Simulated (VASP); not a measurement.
Here is a VASP 6.6.1 calculation.

File INCAR:

```
PREC = Accurate
ENCUT = 520
EDIFF = 1E-8
ISMEAR = -1
SIGMA = 0.03
LREAL = False
LASPH = True
NELM = 80
ALGO = Normal
ISIF = 2
LWAVE = False
LCHARG = False
GGA = CA
LEFG = True
NBANDS = 18
```

The input KPOINTS:

```
regular mesh
0
Gamma
  12 12 12
```

POSCAR

```
ZnAg
1.0
    3.0915737591      0.0000000000      0.0000000000
    0.0000000000      3.0915737591      0.0000000000
    0.0000000000      0.0000000000      3.0915737591
Zn Ag
1 1
Direct
    0.5000000000      0.5000000000      0.5000000000
    0.0000000000      0.0000000000      0.0000000000
```

Potentials or basis: VASP PAW LDA potentials, release 64 (Zn, Ag).

Command:

```bash
$ cat potpaw_LDA.64/Zn/POTCAR potpaw_LDA.64/Ag/POTCAR > POTCAR
$ mpirun -np 1 vasp_std > vasp.out
```

**Question.** Predict the pressure.

**Answer.** -1.2 GPa.

**Question.** Predict the band gap on the k mesh.

**Answer.** Zero (an odd number of electrons rules out a gap without spin polarisation).
